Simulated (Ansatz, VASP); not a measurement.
**HC10: VASP beside Ansatz**

```
C H
1.0
     8.54367    0.00000    0.00000
    -2.13592    8.61105    0.00000
     0.00000    0.00000   22.77880
C H
20 2
Cartesian
  -1.4239 8.4345 4.0000
  2.8479 8.4345 4.0000
  1.4239 8.4345 4.0000
  5.6958 8.4345 4.0000
  0.7120 8.2579 5.2205
  4.9838 8.2579 5.2205
  -0.7120 8.2579 5.2205
  3.5599 8.2579 5.2205
  -1.4327 8.0805 6.4391
  2.8391 8.0805 6.4391
  1.4327 8.0805 6.4391
  5.7046 8.0805 6.4391
  0.6980 7.9021 7.6634
  4.9698 7.9021 7.6634
  -0.6980 7.9021 7.6634
  3.5739 7.9021 7.6634
  -1.5150 7.7396 8.7788
  2.7568 7.7396 8.7788
  1.5150 7.7396 8.7788
  5.7869 7.7396 8.7788
  1.3384 1.9989 9.2288
  2.5194 1.9989 9.2288
```

Alike in both runs: task single point; functional PBE; k mesh 4 × 3 × 1; occupations gaussian, width 0.1 eV; no spin polarisation.

|  | VASP | Ansatz |
| --- | --- | --- |
| version | VASP 6.6.1 | Ansatz 0.2.0 |
| potentials or method | VASP PAW PBE potentials, release 64 (C, H), cutoff 520 eV | scalar-relativistic, plane waves, PAW |
| valence electrons in the cell | 82 | 82 |

Ansatz gave:

| Item | Value |
| --- | --- |
| gap on the k mesh at the Fermi level (eV) | 0.26 |
| least direct gap on the mesh (eV) | 0.36 |
| rms of the force components (eV/Å) | 1.916 |

Task: What did VASP give for the same quantities?

Result: gap on the k mesh at the Fermi level (eV): 0.26; least direct gap on the mesh (eV): 0.37; rms of the force components (eV/Å): 1.910.

Atom by atom the forces differ by 0.024 eV/Å (rms over components). The functional is the same, so the differences come from potentials, cutoffs and numerics.
